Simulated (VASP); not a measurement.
# Na7F8 (a cell with a defect) in VASP: a series of runs

Na7F8 (a cell with a defect) is run at these levels: PBE+D3(BJ); tasks: single point.

All numbers are computed with VASP 6.6.1; they aren't measurements. Logs are shortened: lines on timing, memory, paths and dates and some standing lists are left out, and cuts for length are marked.

## (1) The cell of the first run

The cell holds a defect, 15 atoms: a = 6.553 Å, b = 6.553 Å, c = 6.553 Å, α = 60.00°, β = 60.00°, γ = 60.00°.

## (2) Single point, PBE+D3(BJ)

Contents of INCAR:

```
SYSTEM = Na7F8
ALGO     = Normal         ! electronic algorithm
EDIFF    = 1E-6           ! SCF threshold, eV
ENCUT    = 520            ! plane-wave cutoff, eV
GGA      = PE             ! functional
GGA_COMPAT= .FALSE.      
ISIF     = 2              ! what is computed and relaxed
ISMEAR   = -1             ! smearing method
IVDW     = 12             ! dispersion correction
LASPH    = .TRUE.         ! aspherical terms in the spheres
LCHARG   = .TRUE.         ! write CHGCAR
LELF     = .TRUE.         ! ELF
LREAL    = .FALSE.        ! projectors in reciprocal space
LVHAR    = .TRUE.       
LWAVE    = .FALSE.        ! write WAVECAR
NBANDS   = 66             ! bands
NELM     = 120            ! most SCF steps
PREC     = Accurate       ! precision mode
SIGMA    = 0.05           ! smearing width, eV
```

Contents of KPOINTS:

```
k-points
0
G
  2 2 2
  0 0 0
```

Contents of POSCAR:

```
Na7F8
1.0
    0.0000000000      4.6340000000      4.6340000000
    4.6340000000      0.0000000000      4.6340000000
    4.6340000000      4.6340000000      0.0000000000
Na F
7 8
Direct
    0.0000000000      0.0000000000      0.0000000000
    0.0000000000      0.0000000000      0.5000000000
    0.0000000000      0.5000000000      0.0000000000
    0.0000000000      0.5000000000      0.5000000000
    0.5000000000      0.0000000000      0.0000000000
    0.5000000000      0.0000000000      0.5000000000
    0.5000000000      0.5000000000      0.0000000000
    0.2500000000      0.2500000000      0.2500000000
    0.2535066897      0.2535066897      0.7464933103
    0.2535066897      0.7464933103      0.2535066897
    0.2535066897      0.7464933103      0.7464933103
    0.7464933103      0.2535066897      0.2535066897
    0.7464933103      0.2535066897      0.7464933103
    0.7464933103      0.7464933103      0.2535066897
    0.7500000000      0.7500000000      0.7500000000
```

Potentials or basis: VASP PAW PBE potentials, release 64 (Na_pv, F).

Command:

```sh
cat potpaw_PBE.64/Na_pv/POTCAR potpaw_PBE.64/F/POTCAR > POTCAR
mpirun -np 1 vasp_std > vasp.out
```

OUTCAR:

```text
SYSTEM = Na7F8
   EDIFF = 1E-6
   ENCUT = 520
   GGA = PE
   ISIF = 2
   ISMEAR = -1
   IVDW = 12
   LASPH = .TRUE.
   LREAL = .FALSE.
   NELM = 120
   PREC = Accurate
 IVDW          = 12

 ion  position               nearest neighbor table
   1  0.000  0.000  0.000-   9 2.35  10 2.35  11 2.35  12 2.35  13 2.35  14 2.35
   2  0.000  0.000  0.500-   8 2.32  15 2.32  11 2.32  12 2.32  13 2.32  10 2.32
   3  0.000  0.500  0.000-   8 2.32  15 2.32  11 2.32  12 2.32  14 2.32   9 2.32
   4  0.000  0.500  0.500-   8 2.32  15 2.32  10 2.32  13 2.32  14 2.32   9 2.32
   5  0.500  0.000  0.000-   8 2.32  15 2.32  10 2.32  13 2.32  14 2.32   9 2.32
   6  0.500  0.000  0.500-   8 2.32  15 2.32  11 2.32  12 2.32  14 2.32   9 2.32
   7  0.500  0.500  0.000-   8 2.32  15 2.32  11 2.32  12 2.32  13 2.32  10 2.32
   8  0.250  0.250  0.250-   2 2.32   3 2.32   4 2.32   5 2.32   6 2.32   7 2.32
   9  0.254  0.254  0.746-   3 2.32   4 2.32   5 2.32   6 2.32   1 2.35
  10  0.254  0.746  0.254-   2 2.32   4 2.32   5 2.32   7 2.32   1 2.35
  11  0.254  0.746  0.746-   2 2.32   3 2.32   6 2.32   7 2.32   1 2.35
  12  0.746  0.254  0.254-   2 2.32   3 2.32   6 2.32   7 2.32   1 2.35
  13  0.746  0.254  0.746-   2 2.32   4 2.32   5 2.32   7 2.32   1 2.35
  14  0.746  0.746  0.254-   3 2.32   4 2.32   5 2.32   6 2.32   1 2.35
  15  0.750  0.750  0.750-   2 2.32   3 2.32   4 2.32   5 2.32   6 2.32   7 2.32

  LATTYP: Found a face centered cubic cell.
 ALAT       =     9.2680000000

  Lattice vectors:

 A1 = (   0.0000000000,   4.6340000000,   4.6340000000)
 A2 = (   4.6340000000,   0.0000000000,   4.6340000000)
 A3 = (   4.6340000000,   4.6340000000,   0.0000000000)

Analysis of symmetry for initial positions (statically):
=====================================================================
 Subroutine PRICEL returns:
 Original cell was already a primitive cell.

 Routine SETGRP: Setting up the symmetry group for a
 face centered cubic supercell.

 Subroutine GETGRP returns: Found 48 space group operations
 (whereof 48 operations were pure point group operations)
 out of a pool of 48 trial point group operations.

The static configuration has the point symmetry O_h .

Analysis of symmetry for dynamics (positions and initial velocities):
=====================================================================
 Subroutine PRICEL returns:
 Original cell was already a primitive cell.

 Routine SETGRP: Setting up the symmetry group for a
 face centered cubic supercell.

 Subroutine GETGRP returns: Found 48 space group operations
[... 124 lines left out ...]
   IALGO  =     38    algorithm
   IMIX   =      4    mixing-type and parameters
     AMIX     =   0.40;   BMIX     =  1.00
     AMIX_MAG =   1.60;   BMIX_MAG =  1.00
  volume/ion in A,a.u.               =      13.27        89.54
  Fermi-wavevector in a.u.,A,eV,Ry     =   1.322834  2.499793 23.808684  1.749889
  Thomas-Fermi vector in A             =   2.452486
   LORBIT       =      0    0 simple, 1 ext, 2 COOP (PROOUT), +10 PAW based schemes
   GGA     = PE    functional components
   LHFCALC =     F    Hartree Fock is set to
   AEXX    =    0.0000 exact exchange contribution
   IVDW    =    12    specifies the selected vdW correction
   LEPSILON=     F    determine dielectric tensor
   LRPA    =     F    only Hartree local field effects (RPA)
 non-spin polarized calculation
  energy-cutoff  :      520.00
  volume of cell :      199.02
 maximum number of plane-waves:      5396
 NGX is ok and might be reduce to    50
   NGX = 25   NGY = 25   NGZ = 25

 number of electron     105.0000058 magnetization

 Free energy of the ion-electron system (eV)
  ---------------------------------------------------
  ext. energy  EPLUGINS =         0.00000000
  ---------------------------------------------------
  free energy    TOTEN  =       -60.90391237 eV

  energy without entropy =      -60.76736113  energy(sigma->0) =      -60.83563675

 E-fermi :  -2.7544     XC(G=0):  -8.8062

 val. band max:       -2.7653575080   @ k =   0.0000   0.0000   0.0000
 cond. band min:       3.8187847668   @ k =   0.0000   0.0000   0.0000
 fundamental gap:      6.5841422748
 Fermi energy:        -2.7544043351

 k-point     1 :       0.0000    0.0000    0.0000
  band No.  band energies     occupation
      1     -22.5642      2.00000
      2     -22.5245      2.00000
      3     -22.5245      2.00000
      4     -22.5244      2.00000
      5     -22.0141      2.00000
      6     -22.0141      2.00000
[... 190 lines left out ...]
     63      10.9493      0.00000
     64      11.3330      0.00000
 [bands above 64 left out]

------------------------ aborting loop because EDIFF is reached ----------------------------------------

 Edisp (eV)   -2.23463

 E8    (eV) :    -0.9478

  FORCE on cell =-STRESS in cart. coord.  units (eV):
  Direction    XX          YY          ZZ          XY          YZ          ZX
  --------------------------------------------------------------------------------------
  -------------------------------------------------------------------------------------
  Total      -0.82335    -0.82335    -0.82335    -0.00000    -0.00000     0.00000
  in kB      -6.62822    -6.62822    -6.62822    -0.00000    -0.00000     0.00000
  external pressure =       -6.63 kB  Pullay stress =        0.00 kB

 VOLUME and BASIS-vectors are now :
 -----------------------------------------------------------------------------
  energy-cutoff  :      520.00
  volume of cell :      199.02
      direct lattice vectors                 reciprocal lattice vectors
     0.000000000  4.634000000  4.634000000    -0.107898144  0.107898144  0.107898144
     4.634000000  0.000000000  4.634000000     0.107898144 -0.107898144  0.107898144
     4.634000000  4.634000000  0.000000000     0.107898144  0.107898144 -0.107898144

 POSITION                                       TOTAL-FORCE (eV/Angst)
 -----------------------------------------------------------------------------------
      0.00000      0.00000      0.00000         0.000000     -0.000000     -0.000000
      2.31700      2.31700      0.00000         0.000000     -0.000000     -0.000000
      2.31700      0.00000      2.31700         0.000000     -0.000000     -0.000000
      4.63400      2.31700      2.31700         0.000000     -0.000000     -0.000000
      0.00000      2.31700      2.31700         0.000000     -0.000000     -0.000000
      2.31700      4.63400      2.31700         0.000000     -0.000000     -0.000000
      2.31700      2.31700      4.63400         0.000000     -0.000000     -0.000000
      2.31700      2.31700      2.31700        -0.000000      0.000000     -0.000000
      4.63400      4.63400      2.34950         0.000000     -0.000000     -0.583632
      4.63400      2.34950      4.63400         0.000000     -0.583632     -0.000000
      6.91850      4.63400      4.63400         0.583632     -0.000000     -0.000000
      2.34950      4.63400      4.63400        -0.583632     -0.000000     -0.000000
      4.63400      6.91850      4.63400         0.000000      0.583632     -0.000000
      4.63400      4.63400      6.91850         0.000000     -0.000000      0.583632
      6.95100      6.95100      6.95100        -0.000000      0.000000     -0.000000
 -----------------------------------------------------------------------------------
    total drift:                               -0.000000     -0.000000      0.000000

  FREE ENERGIE OF THE ION-ELECTRON SYSTEM (eV)
  ---------------------------------------------------
  free  energy   TOTEN  =       -63.1385423412 eV

  energy  without entropy=      -63.0019910936  energy(sigma->0) =      -63.07026672
```

OSZICAR:

```text
N       E                     dE             d eps       ncg     rms          rms(c)
DAV:   1     0.157473305284E+04    0.15747E+04   -0.53299E+04   396   0.196E+03
DAV:   2     0.201397892653E+03   -0.13733E+04   -0.13139E+04   420   0.576E+02
DAV:   3    -0.509367170786E+02   -0.25233E+03   -0.24843E+03   446   0.246E+02
DAV:   4    -0.659174096026E+02   -0.14981E+02   -0.14729E+02   446   0.614E+01
DAV:   5    -0.663166658121E+02   -0.39926E+00   -0.39833E+00   480   0.109E+01    0.133E+01
DAV:   6    -0.608960831626E+02    0.54206E+01   -0.18934E+01   582   0.210E+01    0.452E+00
DAV:   7    -0.608978448625E+02   -0.17617E-02   -0.66771E-01   480   0.528E+00    0.287E+00
DAV:   8    -0.608773048882E+02    0.20540E-01   -0.98993E-02   484   0.329E+00    0.168E+00
DAV:   9    -0.608993279831E+02   -0.22023E-01   -0.96672E-02   456   0.307E+00    0.268E-01
DAV:  10    -0.609027704784E+02   -0.34425E-02   -0.17731E-02   484   0.717E-01    0.154E-01
DAV:  11    -0.609039702300E+02   -0.11998E-02   -0.17582E-03   448   0.394E-01    0.665E-02
DAV:  12    -0.609039155773E+02    0.54653E-04   -0.32140E-04   486   0.187E-01    0.372E-02
DAV:  13    -0.609039145287E+02    0.10486E-05   -0.65264E-05   512   0.972E-02    0.163E-02
DAV:  14    -0.609039124246E+02    0.21042E-05   -0.23188E-05   452   0.473E-02    0.538E-03
DAV:  15    -0.609039123734E+02    0.51210E-07   -0.42950E-06   432   0.156E-02
   1 F= -.63138542E+02 E0= -.63070267E+02  d E =-.136551E+00
```

stdout:

```text
POSCAR found type information on POSCAR NaF
 POSCAR found :  2 types and      15 ions
 scaLAPACK will be used
 LDA part: xc-table for (Slater+PW92), standard interpolation
 POSCAR, INCAR and KPOINTS ok, starting setup
 FFT: planning ... GRIDC
 FFT: planning ... GRID_SOFT
 FFT: planning ... GRID
 WAVECAR not read
 entering main loop
```

Wall time 51 s (1 thread of Intel Xeon Platinum 8488C (Sapphire Rapids), shared host); peak memory 0.34 GiB.

What came out:

| Property | Result |
| --- | --- |
| Free energy | -63.1385 eV |
| Pressure | -0.7 GPa |
| Largest force | 0.584 eV/Å |
| Band gap on the k mesh | zero (an odd number of electrons rules out a gap without spin polarisation) |
| Dispersion energy per atom | -0.149 eV |

Forces on the atoms (eV/Å):
```
Na   0.000  0.000  0.000
Na   0.000  0.000  0.000
Na   0.000  0.000  0.000
Na   0.000  0.000  0.000
Na   0.000  0.000  0.000
Na   0.000  0.000  0.000
Na   0.000  0.000  0.000
F    0.000  0.000  0.000
F    0.000  0.000 -0.584
F    0.000 -0.584  0.000
F    0.584  0.000  0.000
F   -0.584  0.000  0.000
F    0.000  0.584  0.000
F    0.000  0.000  0.584
F    0.000  0.000  0.000
```

Caveat: the k points lie up to 0.59 Å⁻¹ apart, too coarse for converged energies and pressures of a metal; an odd number of electrons without spin polarisation forces a metal; a magnetic or distorted state may lie lower.

## (3) Single point, PBE+D3(BJ)

Contents of INCAR:

```
SYSTEM = Na7F8
ALGO     = Normal         ! electronic algorithm
EDIFF    = 1E-6           ! SCF threshold, eV
ENCUT    = 520            ! plane-wave cutoff, eV
GGA      = PE             ! functional
GGA_COMPAT= .False.      
ISIF     = 2              ! what is computed and relaxed
ISMEAR   = -1             ! smearing method
IVDW     = 12             ! dispersion correction
LASPH    = .True.         ! aspherical terms in the spheres
LCHARG   = .True.         ! write CHGCAR
LELF     = .True.         ! ELF
LREAL    = .False.        ! projectors in reciprocal space
LVHAR    = .True.       
LWAVE    = .False.        ! write WAVECAR
NBANDS   = 66             ! bands
NELM     = 120            ! most SCF steps
PREC     = Accurate       ! precision mode
SIGMA    = 0.05           ! smearing width, eV
```

Contents of KPOINTS:

```
k-points
0
Gamma
  2 2 2
  0 0 0
```

Edit POSCAR of step 2 so:

```diff
@@ -16,8 +16,8 @@
     0.2500000000      0.2500000000      0.2500000000
-    0.2535066897      0.2535066897      0.7464933103
-    0.2535066897      0.7464933103      0.2535066897
-    0.2535066897      0.7464933103      0.7464933103
-    0.7464933103      0.2535066897      0.2535066897
-    0.7464933103      0.2535066897      0.7464933103
-    0.7464933103      0.7464933103      0.2535066897
+    0.2734246871      0.2734246871      0.7265753129
+    0.2734246871      0.7265753129      0.2734246871
+    0.2734246871      0.7265753129      0.7265753129
+    0.7265753129      0.2734246871      0.2734246871
+    0.7265753129      0.2734246871      0.7265753129
+    0.7265753129      0.7265753129      0.2734246871
     0.7500000000      0.7500000000      0.7500000000
```

Potentials or basis: VASP PAW PBE potentials, release 64 (Na_pv, F).

Command:

```sh
cat potpaw_PBE.64/Na_pv/POTCAR potpaw_PBE.64/F/POTCAR > POTCAR
mpirun -np 1 vasp_std > vasp.out
```

Wall time 40 s (1 thread of Intel Xeon Platinum 8488C (Sapphire Rapids), shared host); peak memory 0.34 GiB.

Results (log left out):

* Free energy: -62.1125 eV
* Pressure: -1.4 GPa
* Largest force: 1.253 eV/Å
* Band gap on the k mesh: zero (an odd number of electrons rules out a gap without spin polarisation)
* Dispersion energy per atom: -0.149 eV

Forces in eV/Å, atoms in the order of the input:
```
Na   0.000  0.000  0.000
Na   0.000  0.000  0.000
Na   0.000  0.000  0.000
Na   0.000  0.000  0.000
Na   0.000  0.000  0.000
Na   0.000  0.000  0.000
Na   0.000  0.000  0.000
F    0.000  0.000  0.000
F    0.000  0.000 -1.253
F    0.000 -1.253  0.000
F    1.253  0.000  0.000
F   -1.253  0.000  0.000
F    0.000  1.253  0.000
F    0.000  0.000  1.253
F    0.000  0.000  0.000
```

Levels at points of the mesh, in eV from the Fermi level:
| k point | band 49 | band 50 | band 51 | band 52 | band 53 | band 54 | band 55 | band 56 | band 57 | band 58 |
| --- | --- | --- | --- | --- | --- | --- | --- | --- | --- | --- |
| (0.00, 0.00, 0.00) | -0.08 | -0.08 | -0.03 | -0.03 | -0.03 | 5.95 | 10.15 | 10.15 | 10.15 | 10.75 |
| (0.50, 0.00, 0.00) | -0.28 | -0.12 | -0.12 | -0.09 | -0.09 | 7.28 | 8.13 | 10.22 | 10.22 | 10.50 |
| (0.50, 0.50, 0.00) | -0.28 | -0.25 | -0.16 | -0.16 | -0.08 | 7.70 | 8.39 | 9.80 | 9.80 | 10.06 |

Caveat: the k points lie up to 0.59 Å⁻¹ apart, too coarse for converged energies and pressures of a metal; an odd number of electrons without spin polarisation forces a metal; a magnetic or distorted state may lie lower.

## (4) Single point, PBE+D3(BJ)

Contents of INCAR:

```
SYSTEM = Na7F8
ALGO = Normal ; EDIFF = 1E-6
ENCUT = 520 ; GGA = PE
GGA_COMPAT = .False. ; ISIF = 2
ISMEAR = -1 ; IVDW = 12
LASPH = .True. ; LCHARG = .True.
LELF = .True. ; LREAL = .False.
LVHAR = .True. ; LWAVE = .False.
NBANDS = 66 ; NELM = 120
PREC = Accurate ; SIGMA = 0.05
```

KPOINTS is that of step 3.

Edit POSCAR of step 3 so:

```diff
@@ -16,8 +16,8 @@
     0.2500000000      0.2500000000      0.2500000000
-    0.2734246871      0.2734246871      0.7265753129
-    0.2734246871      0.7265753129      0.2734246871
-    0.2734246871      0.7265753129      0.7265753129
-    0.7265753129      0.2734246871      0.2734246871
-    0.7265753129      0.2734246871      0.7265753129
-    0.7265753129      0.7265753129      0.2734246871
+    0.3730038843      0.3730038843      0.6269961157
+    0.3730038843      0.6269961157      0.3730038843
+    0.3730038843      0.6269961157      0.6269961157
+    0.6269961157      0.3730038843      0.3730038843
+    0.6269961157      0.3730038843      0.6269961157
+    0.6269853259      0.6269853259      0.3730146741
     0.7500000000      0.7500000000      0.7500000000
```

Command:

```sh
cat potpaw_PBE.64/Na_pv/POTCAR potpaw_PBE.64/F/POTCAR > POTCAR
mpirun -np 1 vasp_std > vasp.out
```

It took 73 s on 1 thread of Intel Xeon Platinum 8488C (Sapphire Rapids), shared host; peak memory 0.35 GiB.

The run converged. Its results:

| Quantity | Value |
| --- | --- |
| Free energy | -28.2410 eV |
| Pressure | 38.7 GPa |
| Largest force | 22.995 eV/Å |
| Band gap on the k mesh | zero (an odd number of electrons rules out a gap without spin polarisation) |
| Dispersion energy per atom | -0.151 eV |

Forces in eV/Å, atoms in the order of the input:
```
Na    0.000   0.000   0.000
Na    0.000   0.000   0.000
Na    0.000   0.000   0.000
Na    0.000   0.000   0.000
Na    0.000   0.000   0.000
Na    0.000   0.000   0.000
Na    0.000   0.000   0.000
F     0.000   0.000   0.000
F     0.000   0.000 -22.993
F     0.000 -22.995  -0.001
F    22.995   0.000  -0.001
F   -22.995   0.000  -0.001
F     0.000  22.995  -0.001
F     0.000   0.000  22.995
F     0.000   0.000   0.000
```

Levels at points of the mesh, in eV from the Fermi level:
```csv
k point,band 49,band 50,band 51,band 52,band 53,band 54,band 55,band 56,band 57,band 58
"(0.00, 0.00, 0.00)",-1.44,-0.82,-0.82,-0.04,-0.04,-0.04,2.56,2.56,2.56,4.39
"(0.50, 0.00, 0.00)",-0.96,-0.96,-0.06,-0.06,-0.04,0.05,1.05,2.71,2.71,3.97
"(0.50, 0.50, 0.00)",-1.62,-0.76,-0.07,-0.07,-0.04,0.59,1.79,2.40,2.40,3.17
"(0.00, 0.50, 0.50)",-1.62,-0.76,-0.07,-0.07,-0.04,0.59,1.79,2.40,2.40,3.17
```

Caveat: the k points lie up to 0.59 Å⁻¹ apart, too coarse for converged energies and pressures of a metal; an odd number of electrons without spin polarisation forces a metal; a magnetic or distorted state may lie lower.

## (5) Overview

| cell | gap on the mesh (eV) | pressure (GPa) | largest force (eV/Å) |
| --- | --- | --- | --- |
| as given, atomic positions A | none | -0.7 | 0.58 |
| as given, atomic positions B | none | -1.4 | 1.25 |
| as given, atomic positions C | none | 38.7 | 23.00 |

Alike in all rows: task single point; level PBE+D3(BJ); potentials or basis VASP PAW PBE potentials, release 64 (Na_pv, F); no spin polarisation; k mesh 2 × 2 × 2; cutoff (eV) 520; smearing fermi-dirac 0.05 eV.

Caveats: all runs use coarse meshes; an odd number of electrons without spin polarisation forces a metal; a magnetic or distorted state may lie lower.

Absolute energies hang on the potentials; compare differences alone.

The gap in the log of VASP goes by the Fermi energy; the results here count the filled bands.